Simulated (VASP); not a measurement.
Ag, 1 atom in the cell. It takes space group Fm-3m (No. 225, cubic). Conventional cell: a = 4.148 Å, b = 4.148 Å, c = 4.148 Å, α = 90.00°, β = 90.00°, γ = 90.00°. Ag (site symmetry m-3m) has 12 Ag at 2.93 Å within 3.9 Å. 

```yaml
Program: VASP 6.6.1
Task: single point
Functional: PBE
Potentials_or_basis: VASP PAW PBE potentials, release 64 (Ag)
Cutoff: 520 eV
k_mesh: 45 × 45 × 45
Occupations: fermi-dirac, width 0.0612256 eV
Spin: no spin polarisation
Dipole_correction: no
Further_INCAR_settings: ALGO = Normal; EDIFF = 1e-06; NBANDS = 12
```

Potentials or basis: VASP PAW PBE potentials, release 64 (Ag).

Run with:

```sh
$ cat potpaw_PBE.64/Ag/POTCAR > POTCAR
$ mpirun -np 1 vasp_std > vasp.out
```

Hardware: 1 thread of Intel(R) Xeon(R) Platinum 8488C (Sapphire Rapids) (shared host).

Estimate the wall time of this run.

It took 4 min on 1 thread of Intel(R) Xeon(R) Platinum 8488C (Sapphire Rapids), on a shared host, peak memory 0.58 GiB. Counts: scf iterations 11, k points 2300.
